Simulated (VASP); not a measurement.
# InP in VASP: notebook, part 2 of 2

VASP 6.6.1. The steps go on from the part before.

## (3) Single point, PBE (strain -0.030 along x and y, -0.015 along z)

File INCAR:

```
  PREC = Accurate
  ENCUT = 520
  EDIFF = 1E-6
  ISMEAR = 0
  SIGMA = 0.05
  LREAL = F
  LASPH = T
  NELM = 80
  ALGO = Normal
  ISIF = 2
  LWAVE = F
  LCHARG = F
  GGA = PE
  NBANDS = 16
```

File KPOINTS:

```
Automatic mesh
0
Gamma
  10 10 10
```

File POSCAR:

```
InP
1.0
    0.0000000000      2.8906331776      2.9353336906
    2.8906331776      0.0000000000      2.9353336906
    2.8906331776      2.8906331776      0.0000000000
In P
1 1
Direct
    0.0000000000      0.0000000000      0.0000000000
    0.7500000000      0.7500000000      0.7500000000
```

Potentials or basis: VASP PAW PBE potentials, release 64 (In_d, P).

On the command line:

```console
> cat potpaw_PBE.64/In_d/POTCAR potpaw_PBE.64/P/POTCAR > POTCAR
> mpirun -np 1 vasp_std > vasp.out
```

It took 2.2 min on 1 thread of AMD EPYC 7R13, shared host; peak memory 0.2 GiB.

The run converged. Its results:

```yaml
Free_energy: -8.3470 eV
Pressure: 5.3 GPa
Band_gap_on_the_k_mesh: 0.83 eV, direct
```

Stress tensor (GPa, compression positive):
```
5.50 0.00 0.00
0.00 5.50 0.00
0.00 0.00 4.89
```

Levels at points of the mesh, in eV from the valence-band top:
```
           k point  band 6  band 7  band 8  band 9  band 10  band 11  band 12  band 13
(0.00, 0.00, 0.00)  -11.72   -0.08    0.00    0.00     0.83     4.06     4.06     4.08
(0.50, 0.00, 0.00)   -9.91   -5.89   -1.09   -0.98     1.53     4.74     4.84     7.13
(0.50, 0.50, 0.00)   -9.27   -5.95   -2.37   -2.37     1.75     2.33     9.25     9.75
(0.50, 0.00, 0.50)   -9.21   -5.85   -2.47   -2.46     1.66     2.19     9.40     9.69
```

Caveat: the cell differs from its parent crystal (strain -0.030 along x and y, -0.015 along z); spin-orbit coupling is left out, which moves the levels of the heavy elements.

## (4) Single point, PBE (strain -0.030 along x and y, +0.000 along z)

File INCAR:

```
SYSTEM = InP
ALGO = Normal ; EDIFF = 1E-7
ENCUT = 520 ; GGA = PE
ISIF = 2 ; ISMEAR = 0
LASPH = .True. ; LCHARG = .False.
LREAL = .False. ; LWAVE = .False.
NBANDS = 16 ; NELM = 80
PREC = Accurate ; SIGMA = 0.05
```

File KPOINTS:

```
k-points
0
Gamma
  10 10 10
  0 0 0
```

File POSCAR:

```
InP
1.0
    0.0000000000      2.8906331776      2.9800342037
    2.8906331776      0.0000000000      2.9800342037
    2.8906331776      2.8906331776      0.0000000000
In P
1 1
Direct
    0.0000000000      0.0000000000      0.0000000000
    0.7500000000      0.7500000000      0.7500000000
```

Potentials or basis: VASP PAW PBE potentials, release 64 (In_d, P).

On the command line:

```console
> cat potpaw_PBE.64/In_d/POTCAR potpaw_PBE.64/P/POTCAR > POTCAR
> mpirun -np 1 vasp_std > vasp.out
```

OUTCAR:

```text
SYSTEM = InP
   EDIFF = 1E-7
   ENCUT = 520
   GGA = PE
   ISIF = 2
   ISMEAR = 0
   LASPH = .True.
   LREAL = .False.
   NELM = 80
   PREC = Accurate

 ion  position               nearest neighbor table
   1  0.000  0.000  0.000-   2 2.53   2 2.53   2 2.53   2 2.53
   2  0.750  0.750  0.750-   1 2.53   1 2.53   1 2.53   1 2.53

  LATTYP: Found a body centered tetragonal cell.
 ALAT       =     4.0879726436
 C/A-ratio  =     1.4579521262

  Lattice vectors:

 A1 = (  -2.8906331776,   0.0000000000,   2.9800342037)
[... 626 lines left out ...]
      4      -8.7748      2.00000
      5      -8.7220      2.00000
      6      -4.6326      2.00000
[... 8 lines left out ...]
     15      16.0141      0.00000
     16      18.0957      0.00000

 [... further k-points ...]
[... 5 lines left out ...]
  --------------------------------------------------------------------------------------
  -------------------------------------------------------------------------------------
  Total        1.3979355      1.3979355      1.0005029      0.0000000      0.0000000      0.0000000
  in kB       44.9738968     44.9738968     32.1878310      0.0000000      0.0000000      0.0000000
  external PRESSURE =      40.7118749 kB  Pullay stress =       0.0000000 kB

 VOLUME and BASIS-vectors are now :
 -----------------------------------------------------------------------------
  energy-cutoff  :      520.00
  volume of cell :       49.80
      direct lattice vectors                 reciprocal lattice vectors
     0.000000000  2.890633178  2.980034204    -0.172972484  0.172972484  0.167783309
     2.890633178  0.000000000  2.980034204     0.172972484 -0.172972484  0.167783309
     2.890633178  2.890633178  0.000000000     0.172972484  0.172972484 -0.167783309

 POSITION                                       TOTAL-FORCE (eV/Angst)
 -----------------------------------------------------------------------------------
      0.00000      0.00000      0.00000         0.000000      0.000000      0.000000
      4.33595      4.33595      4.47005        -0.000000     -0.000000     -0.000000
 -----------------------------------------------------------------------------------
    total drift:                               -0.000003     -0.000003      0.000001

  FREE ENERGIE OF THE ION-ELECTRON SYSTEM (eV)
  ---------------------------------------------------
  free  energy   TOTEN  =        -8.3661583304 eV

  energy  without entropy=       -8.3661583304  energy(sigma->0) =       -8.36615833
```

Run time: 2.6 min. Hardware: 1 thread of AMD EPYC 7R13, shared host; peak memory 0.2 GiB.

Results:

- Free energy: -8.3662 eV
- Pressure: 4.1 GPa
- Band gap on the k mesh: 0.72 eV, direct

Stress tensor (GPa, compression positive):
```
4.50 0.00 0.00
0.00 4.50 0.00
0.00 0.00 3.22
```

Caveat: the cell differs from its parent crystal (strain -0.030 along x and y, +0.000 along z); spin-orbit coupling is left out, which moves the levels of the heavy elements.

## (5) Summary

| cell | gap on the mesh (eV) | pressure (GPa) |
| --- | --- | --- |
| a = 4.341 Å, angles 60.0°, 2 atoms | none | -4.3 |
| a = 4.120, b = 4.120, c = 4.088 Å, angles 60.3, 60.3, 59.5°, 2 atoms | 0.83 | 5.3 |
| a = 4.152, b = 4.152, c = 4.088 Å, angles 60.5, 60.5, 59.0°, 2 atoms | 0.72 | 4.1 |

Alike in all rows: task single point; level PBE; potentials or basis VASP PAW PBE potentials, release 64 (In_d, P); no spin polarisation; k mesh 10 × 10 × 10; cutoff (eV) 520; smearing gaussian 0.05 eV.

Caveats: spin-orbit coupling is left out, which moves the levels of the heavy elements.

Absolute energies hang on the potentials; compare differences alone.
